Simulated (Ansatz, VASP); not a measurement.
## One calculation of KCl, two programs

```
K Cl
1.0
     0.00000    3.50728    3.50728
     3.50728    0.00000    3.50728
     3.50728    3.50728    0.00000
K Cl
1 1
Direct
  0.00000 0.00000 0.00000
  0.25000 0.25000 0.25000
```

Alike in both runs: task single point; functional PBE-based screened hybrid with a share of 0.2 of exact exchange and HFSCREEN = 0.5; k mesh 4 × 4 × 4; no spin polarisation.

```csv
,VASP,Ansatz
version,VASP 6.6.1,Ansatz 0.2.0
potentials or method,"VASP PAW PBE potentials, release 64 (K_sv, Cl)",plane waves
plane-wave cutoff (eV),520,420
occupations,"gaussian, width 0.01 eV",fixed
valence electrons in the cell,16,16
```

|  | VASP | Ansatz | Ansatz less VASP |
| --- | --- | --- | --- |
| gap on the k mesh at the Fermi level (eV) | 5.28 | 5.28 | +0.001 |
| pressure (GPa) | 0.2 | 0.2 | -0.02 |

VASP's potentials were made for PBE, not for PBE-based screened hybrid. Ansatz's warnings: stress exchange threshold loose, stress scf threshold loose.
